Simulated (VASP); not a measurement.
# Ca (I4/mmm) in VASP: further runs

The runs below take Ca through single point, with PBE.

All numbers are computed with VASP 6.6.1; they aren't measurements. Logs are shortened: lines on timing, memory, paths and dates and some standing lists are left out, and cuts for length are marked.

**1. The cell of the first run**

It takes space group I4/mmm (No. 139, tetragonal). Conventional cell: a = 4.410 Å, b = 4.410 Å, c = 4.612 Å, α = 90.00°, β = 90.00°, γ = 90.00°. Within 5.1 Å of Ca (site symmetry 4/mmm) lie 14 Ca at 3.88 to 4.61 Å.

**2. Single point, PBE (strain +0.000 along x and y, +0.050 along z)**

The input, INCAR:

```
PREC = Accurate ; ENCUT = 520
EDIFF = 1E-7 ; ISMEAR = 0
SIGMA = 0.15 ; LREAL = False
LASPH = True ; NELM = 60
ALGO = Fast ; ISIF = 2
LWAVE = False ; LCHARG = True
GGA = PE ; LELF = True
LVHAR = True ; NBANDS = 11
```

The input, KPOINTS:

```
regular mesh
0
Gamma
  16 16 16
```

The input, POSCAR:

```
Ca
1.0
   -2.2052049036      2.2052049036      2.3059205505
    2.2052049036     -2.2052049036      2.3059205505
    2.2052049036      2.2052049036     -2.3059205505
Ca
1
Direct
    0.5000000000      0.5000000000      0.0000000000
```

Potentials or basis: VASP PAW PBE potentials, release 64 (Ca_sv).

Launch:

```bash
$ cat potpaw_PBE.64/Ca_sv/POTCAR > POTCAR
$ mpirun -np 1 vasp_std > vasp.out
```

OUTCAR:

```text
PREC = Accurate
   ENCUT = 520
   EDIFF = 1E-7
   ISMEAR = 0
   LREAL = False
   LASPH = True
   NELM = 60
   ISIF = 2
   GGA = PE

 ion  position               nearest neighbor table
   1  0.500  0.500  0.000-

  LATTYP: Found a body centered tetragonal cell.
 ALAT       =     4.4104098072
 C/A-ratio  =     1.0456717862

  Lattice vectors:

 A1 = (  -2.2052049036,   2.2052049036,   2.3059205505)
 A2 = (   2.2052049036,  -2.2052049036,   2.3059205505)
 A3 = (   2.2052049036,   2.2052049036,  -2.3059205505)

Analysis of symmetry for initial positions (statically):
=====================================================================
 Subroutine PRICEL returns:
 Original cell was already a primitive cell.

 Routine SETGRP: Setting up the symmetry group for a
 body centered tetragonal supercell.

 Subroutine GETGRP returns: Found 16 space group operations
 (whereof 16 operations were pure point group operations)
 out of a pool of 16 trial point group operations.

The static configuration has the point symmetry D_4h.

Analysis of symmetry for dynamics (positions and initial velocities):
=====================================================================
 Subroutine PRICEL returns:
 Original cell was already a primitive cell.

 Routine SETGRP: Setting up the symmetry group for a
 body centered tetragonal supercell.

 Subroutine GETGRP returns: Found 16 space group operations
 (whereof 16 operations were pure point group operations)
 out of a pool of 16 trial point group operations.

The dynamic configuration has the point symmetry D_4h.

 Subroutine INISYM returns: Found 16 space group operations
 (whereof 16 operations are pure point group operations),
 and found     1 'primitive' translations

----------------------------------------------------------------------------------------

                                     Primitive cell

  volume of cell :      44.8541

  direct lattice vectors                    reciprocal lattice vectors
    -2.205204904  2.205204904  2.305920551     0.000000000  0.226736300  0.216833143
     2.205204904 -2.205204904  2.305920551     0.226736300  0.000000000  0.216833143
     2.205204904  2.205204904 -2.305920551     0.226736300  0.226736300  0.000000000

  length of vectors
     3.878547011  3.878547011  3.878547011     0.313729121  0.313729121  0.320653550

  position of ions in fractional coordinates (direct lattice)
     0.500000000  0.500000000  0.000000000

  ion indices of the primitive-cell ions
   primitive index   ion index
                 1           1

----------------------------------------------------------------------------------------

 KPOINTS: regular mesh

Automatic generation of k-mesh.
 Grid dimensions read from file:
 generate k-points for:   16   16   16

 Generating k-lattice:

  Cartesian coordinates                     Fractional coordinates (reciprocal lattice)
     0.000000000  0.014171019  0.013552071     0.062500000 -0.000000000  0.000000000
     0.014171019  0.000000000  0.013552071    -0.000000000  0.062500000  0.000000000
     0.014171019  0.014171019  0.000000000     0.000000000  0.000000000  0.062500000

  Length of vectors
     0.019608070  0.019608070  0.020040847

  Shift w.r.t. Gamma in fractional coordinates (k-lattice)
     0.000000000  0.000000000  0.000000000

 Subroutine IBZKPT returns following result:
 ===========================================

 Found    349 irreducible k-points:

 Following reciprocal coordinates:
            Coordinates               Weight
  0.000000  0.000000  0.000000      1.000000
  0.062500 -0.000000  0.000000      8.000000
  0.125000 -0.000000  0.000000      8.000000
  0.187500 -0.000000  0.000000      8.000000
  0.250000 -0.000000  0.000000      8.000000
  0.312500 -0.000000  0.000000      8.000000
[... 16 lines left out ...]
 -0.125000  0.062500 -0.000000     16.000000
 -0.062500  0.062500  0.000000      4.000000
 [... further k-points ...]
   k-points           NKPTS =    349   k-points in BZ     NKDIM =    349   number of bands    NBANDS=     11
   number of dos      NEDOS =    301   number of ions     NIONS =      1
   total plane-waves  NPLWV =  27000
   dimension x,y,z NGX =    30 NGY =   30 NGZ =   30
   dimension x,y,z NGXF=    60 NGYF=   60 NGZF=   60
   ions per type =               1
   NGX,Y,Z   is equivalent  to a cutoff of  12.86, 12.86, 12.86 a.u.
   NGXF,Y,Z  is equivalent  to a cutoff of  25.72, 25.72, 25.72 a.u.
 SYSTEM =  unknown system
   PREC   = accura    normal or accurate (medium, high low for compatibility)
   ISTART =      0    job   : 0-new  1-cont  2-samecut
   ICHARG =      2    charge: 1-file 2-atom 10-const
   ISPIN  =      1    spin polarized calculation?
   LNONCOLLINEAR =      F non collinear calculations
   LSORBIT =      F    spin-orbit coupling
   LASPH  =      T    aspherical Exc in radial PAW
   ENCUT  =  520.0 eV  38.22 Ry    6.18 a.u.   7.21  7.21  7.21*2*pi/ulx,y,z
   NELM   =     60;   NELMIN=  2; NELMDL= -5     # of ELM steps
   EDIFF  = 0.1E-06   stopping-criterion for ELM
   LREAL  =      F    real-space projection
   EDIFFG = 0.1E-05   stopping-criterion for IOM
   NSW    =      0    number of steps for IOM
   IBRION =     -1    ionic relax: 0-MD 1-quasi-New 2-CG
   NFREE  =      0    steps in history (QN), initial steepest desc. (CG)
   ISIF   =      2    stress and relaxation
   ISYM   =      2    0-nonsym 1-usesym 2-fastsym
   POTIM  = 0.5000    time-step for ionic-motion
   TEBEG  =    0.0;   TEEND  =   0.0 temperature during run
   PSTRESS=    0.0 pullay stress
   NELECT =      10.0000    total number of electrons
   NUPDOWN=      -1.0000    fix difference up-down
   EMIN   =  10.00;   EMAX   =-10.00  energy-range for DOS
   EFERMI =   0.00;   METHOD = LEGACY
   ISMEAR =     0;   SIGMA  =   0.15  broadening in eV -4-tet -1-fermi 0-gaus
   EFERMI_NEDOS =   21; number of points for ismear=-14 and -15
   IALGO  =     68    algorithm
   IMIX   =      4    mixing-type and parameters
     AMIX     =   0.40;   BMIX     =  1.00
     AMIX_MAG =   1.60;   BMIX_MAG =  1.00
  volume/ion in A,a.u.               =      44.85       302.69
  Fermi-wavevector in a.u.,A,eV,Ry     =   0.992676  1.875885 13.407251  0.985405
  Thomas-Fermi vector in A             =   2.124504
   LORBIT       =      0    0 simple, 1 ext, 2 COOP (PROOUT), +10 PAW based schemes
   GGA     = PE    functional components
   LHFCALC =     F    Hartree Fock is set to
   AEXX    =    0.0000 exact exchange contribution
   IVDW    =     0    specifies the selected vdW correction
   LEPSILON=     F    determine dielectric tensor
   LRPA    =     F    only Hartree local field effects (RPA)
 non-spin polarized calculation
 RMM-DIIS sequential band-by-band and
 Gauss-broadening in eV      SIGMA  =   0.15
  energy-cutoff  :      520.00
  volume of cell :       44.85
 maximum number of plane-waves:      1226
 NGX is ok and might be reduce to    30
   NGX = 15   NGY = 15   NGZ = 15

 number of electron      10.0000000 magnetization

 Free energy of the ion-electron system (eV)
  ---------------------------------------------------
  ext. energy  EPLUGINS =         0.00000000
  ---------------------------------------------------
  free energy    TOTEN  =        -1.91480340 eV

  energy without entropy =       -1.89726497  energy(sigma->0) =       -1.90603419

 E-fermi :   1.7738     XC(G=0):  -7.5496

 val. band max:        1.7689948404   @ k =  -0.3125  -0.3750   0.0625
 cond. band min:       1.7779393387   @ k =  -0.1875   0.5000   0.1250
 fundamental gap:      0.0089444982
 Fermi energy:         1.7738471150

 k-point     1 :       0.0000    0.0000    0.0000
  band No.  band energies     occupation
      1     -40.4374      2.00000
      2     -21.3609      2.00000
      3     -21.3609      2.00000
      4     -21.3558      2.00000
      5      -2.1872      2.00000
      6       3.9213      0.00000
      7       3.9213      0.00000
      8       4.1030      0.00000
      9       4.8455      0.00000
     10       5.0712      0.00000
     11      11.4029      0.00000

 k-point     2 :       0.0625   -0.0000    0.0000
  band No.  band energies     occupation
      1     -40.4370      2.00000
      2     -21.3639      2.00000
      3     -21.3623      2.00000
      4     -21.3571      2.00000
      5      -2.1208      2.00000
      6       3.8986      0.00000
      7       3.9200      0.00000
      8       4.1144      0.00000
      9       4.8094      0.00000
     10       5.0562      0.00000
     11      11.3826      0.00000

 k-point     3 :       0.1250   -0.0000    0.0000
  band No.  band energies     occupation
      1     -40.4358      2.00000
      2     -21.3755      2.00000
      3     -21.3663      2.00000
      4     -21.3578      2.00000
      5      -1.9239      2.00000
      6       3.8009      0.00000
      7       3.8505      0.00000
      8       4.2218      0.00000
      9       4.7322      0.00000
     10       5.0345      0.00000
     11      11.0042      0.00000

 k-point     4 :       0.1875   -0.0000    0.0000
  band No.  band energies     occupation
      1     -40.4341      2.00000
      2     -21.3937      2.00000
      3     -21.3722      2.00000
      4     -21.3578      2.00000
      5      -1.6036      2.00000
      6       3.5780      0.00000
      7       3.7110      0.00000
      8       4.4441      0.00000
      9       4.6954      0.00000
     10       5.0286      0.00000
     11      10.0969      0.00000
[... 239 lines left out ...]
 k-point    22 :      -0.1875    0.0625   -0.0000
  band No.  band energies     occupation
      1     -40.4347      2.00000
      2     -21.3875      2.00000
      3     -21.3681      2.00000
      4     -21.3595      2.00000
      5      -1.7217      2.00000
      6       3.6600      0.00000
      7       3.7828      0.00000
      8       4.3303      0.00000
      9       4.7207      0.00000
     10       5.0187      0.00000
     11      10.5896      0.00000

 k-point    23 :      -0.1250    0.0625   -0.0000
  band No.  band energies     occupation
      1     -40.4362      2.00000
      2     -21.3729      2.00000
      3     -21.3629      2.00000
      4     -21.3590      2.00000
      5      -1.9832      2.00000
      6       3.8069      0.00000
      7       3.9334      0.00000
      8       4.1355      0.00000
      9       4.8076      0.00000
     10       4.9978      0.00000
     11      11.3228      0.00000

 k-point    24 :      -0.0625    0.0625    0.0000
  band No.  band energies     occupation
      1     -40.4370      2.00000
      2     -21.3652      2.00000
      3     -21.3610      2.00000
      4     -21.3574      2.00000
      5      -2.1178      2.00000
      6       3.8747      0.00000
      7       3.9713      0.00000
      8       4.0751      0.00000
      9       4.8515      0.00000
     10       5.0220      0.00000
     11      11.4857      0.00000

 [... further k-points ...]
[... 5 lines left out ...]
  --------------------------------------------------------------------------------------
  -------------------------------------------------------------------------------------
  Total       -0.2739465     -0.2739465     -0.2470043      0.0000000      0.0000000      0.0000000
  in kB       -9.7853006     -9.7853006     -8.8229291      0.0000000      0.0000000      0.0000000
  external PRESSURE =      -9.4645101 kB  Pullay stress =       0.0000000 kB

 VOLUME and BASIS-vectors are now :
 -----------------------------------------------------------------------------
  energy-cutoff  :      520.00
  volume of cell :       44.85
      direct lattice vectors                 reciprocal lattice vectors
    -2.205204904  2.205204904  2.305920551     0.000000000  0.226736300  0.216833143
     2.205204904 -2.205204904  2.305920551     0.226736300  0.000000000  0.216833143
     2.205204904  2.205204904 -2.305920551     0.226736300  0.226736300  0.000000000

 POSITION                                       TOTAL-FORCE (eV/Angst)
 -----------------------------------------------------------------------------------
      0.00000      0.00000      2.30592        -0.000000      0.000000      0.000000
 -----------------------------------------------------------------------------------
    total drift:                                0.000000     -0.000000      0.000000

  FREE ENERGIE OF THE ION-ELECTRON SYSTEM (eV)
  ---------------------------------------------------
  free  energy   TOTEN  =        -1.9148034031 eV

  energy  without entropy=       -1.8972649737  energy(sigma->0) =       -1.90603419
```

Wall time 94 s (1 thread of Intel Xeon 6975P-C (Granite Rapids), shared host); peak memory 0.29 GiB.

Results:

```yaml
Free_energy: -1.9148 eV
Pressure: -0.9 GPa
Band_gap_on_the_k_mesh: zero (band 5 reaches 2.08 eV, above the bottom of band 6 at 1.65 eV)
```

Stress tensor (GPa, compression positive):
```
-0.98  0.00  0.00
 0.00 -0.98  0.00
 0.00  0.00 -0.88
```

Levels at points of the mesh, in eV from the Fermi level:
```csv
k point,band 3,band 4,band 5,band 6,band 7,band 8
"(0.00, 0.00, 0.00)",-23.13,-23.13,-3.96,2.15,2.15,2.33
"(0.50, 0.00, 0.00)",-23.17,-23.13,-0.91,-0.12,1.39,2.99
"(0.50, 0.50, 0.00)",-23.17,-23.14,-0.81,0.02,1.16,3.23
"(0.50, 0.50, 0.50)",-23.21,-23.21,0.06,0.15,3.23,3.90
```

Caveat: the cell differs from its parent crystal (strain +0.000 along x and y, +0.050 along z).

**3. Single point, PBE (strain +0.025 along x and y, +0.000 along z)**

The input, INCAR:

```
SYSTEM = Ca
  PREC = Accurate
  ENCUT = 520
  EDIFF = 1E-7
  ISMEAR = 0
  SIGMA = 0.15
  LREAL = .FALSE.
  LASPH = .TRUE.
  NELM = 80
  ALGO = Fast
  ISIF = 2
  LWAVE = .FALSE.
  LCHARG = .FALSE.
  GGA = PE
  NBANDS = 11
```

The input, KPOINTS:

```
Automatic mesh
0
G
  16 16 16
  0 0 0
```

The input, POSCAR:

```
Ca
1.0
   -2.2603350262      2.2603350262      2.1961148100
    2.2603350262     -2.2603350262      2.1961148100
    2.2603350262      2.2603350262     -2.1961148100
Ca
1
Direct
    0.5000000000      0.5000000000      0.0000000000
```

Potentials or basis: VASP PAW PBE potentials, release 64 (Ca_sv).

Launch:

```bash
$ cat potpaw_PBE.64/Ca_sv/POTCAR > POTCAR
$ mpirun -np 1 vasp_std > vasp.out
```

OUTCAR:

```text
SYSTEM = Ca
   PREC = Accurate
   ENCUT = 520
   EDIFF = 1E-7
   ISMEAR = 0
   LREAL = .FALSE.
   LASPH = .TRUE.
   NELM = 80
   ISIF = 2
   GGA = PE

 ion  position               nearest neighbor table
   1  0.500  0.500  0.000-

  LATTYP: Found a body centered tetragonal cell.
 ALAT       =     4.5206700524
 C/A-ratio  =     0.9715881869

  Lattice vectors:

 A1 = (  -2.2603350262,   2.2603350262,   2.1961148100)
 A2 = (   2.2603350262,  -2.2603350262,   2.1961148100)
 A3 = (   2.2603350262,   2.2603350262,  -2.1961148100)

Analysis of symmetry for initial positions (statically):
=====================================================================
 Subroutine PRICEL returns:
 Original cell was already a primitive cell.

 Routine SETGRP: Setting up the symmetry group for a
 body centered tetragonal supercell.

 Subroutine GETGRP returns: Found 16 space group operations
 (whereof 16 operations were pure point group operations)
 out of a pool of 16 trial point group operations.

The static configuration has the point symmetry D_4h.

Analysis of symmetry for dynamics (positions and initial velocities):
[... 169 lines left out ...]
      2     -21.3652      2.00000
      3     -21.3617      2.00000
      4     -21.3617      2.00000
      5      -2.1884      2.00000
      6       3.8928      0.00000
      7       4.0169      0.00000
      8       4.0169      0.00000
      9       4.8822      0.00000
     10       5.0364      0.00000
     11      11.5649      0.00000
[... 309 lines left out ...]
 k-point    24 :      -0.0625    0.0625    0.0000
  band No.  band energies     occupation
      1     -40.4406      2.00000
      2     -21.3666      2.00000
      3     -21.3660      2.00000
      4     -21.3616      2.00000
      5      -2.1223      2.00000
      6       3.8712      0.00000
      7       3.9789      0.00000
      8       4.0659      0.00000
      9       4.8321      0.00000
     10       5.0342      0.00000
     11      11.4795      0.00000

 [... further k-points ...]

------------------------ aborting loop because EDIFF is reached ----------------------------------------

  FORCE on cell =-STRESS in cart. coord.  units (eV):
  Direction    XX          YY          ZZ          XY          YZ          ZX
  --------------------------------------------------------------------------------------
  -------------------------------------------------------------------------------------
  Total       -0.2661566     -0.2661566     -0.2676416      0.0000000     -0.0000000      0.0000000
  in kB       -9.5013902     -9.5013902     -9.5544020      0.0000000     -0.0000000      0.0000000
  external PRESSURE =      -9.5190608 kB  Pullay stress =       0.0000000 kB

 VOLUME and BASIS-vectors are now :
 -----------------------------------------------------------------------------
  energy-cutoff  :      520.00
  volume of cell :       44.88
      direct lattice vectors                 reciprocal lattice vectors
    -2.260335026  2.260335026  2.196114810     0.000000000  0.221206146  0.227674800
     2.260335026 -2.260335026  2.196114810     0.221206146  0.000000000  0.227674800
     2.260335026  2.260335026 -2.196114810     0.221206146  0.221206146  0.000000000

 POSITION                                       TOTAL-FORCE (eV/Angst)
 -----------------------------------------------------------------------------------
      0.00000      0.00000      2.19611         0.000000      0.000000      0.000000
 -----------------------------------------------------------------------------------
    total drift:                                0.000000     -0.000000      0.000000

  FREE ENERGIE OF THE ION-ELECTRON SYSTEM (eV)
  ---------------------------------------------------
  free  energy   TOTEN  =        -1.9143310141 eV

  energy  without entropy=       -1.8963928823  energy(sigma->0) =       -1.90536195
```

Run time: 92 s. Hardware: 1 thread of Intel Xeon 6975P-C (Granite Rapids), shared host; peak memory 0.3 GiB.

What came out:

| Property | Result |
| --- | --- |
| Free energy | -1.9143 eV |
| Pressure | -1.0 GPa |
| Band gap on the k mesh | zero (band 5 reaches 2.09 eV, above the bottom of band 6 at 1.64 eV) |

Levels at points of the mesh, in eV from the Fermi level:
| k point | band 2 | band 3 | band 4 | band 5 | band 6 | band 7 | band 8 | band 9 |
| --- | --- | --- | --- | --- | --- | --- | --- | --- |
| (0.00, 0.00, 0.00) | -23.14 | -23.13 | -23.13 | -3.96 | 2.12 | 2.24 | 2.24 | 3.11 |
| (0.50, 0.00, 0.00) | -23.25 | -23.17 | -23.14 | -0.85 | -0.05 | 1.26 | 3.12 | 3.47 |
| (0.50, 0.50, 0.00) | -23.25 | -23.17 | -23.13 | -0.92 | -0.14 | 1.41 | 2.99 | 3.40 |
| (0.50, 0.50, 0.50) | -23.22 | -23.22 | -23.22 | 0.08 | 0.13 | 3.53 | 3.53 | 3.92 |

Caveat: the cell differs from its parent crystal (strain +0.025 along x and y, +0.000 along z).
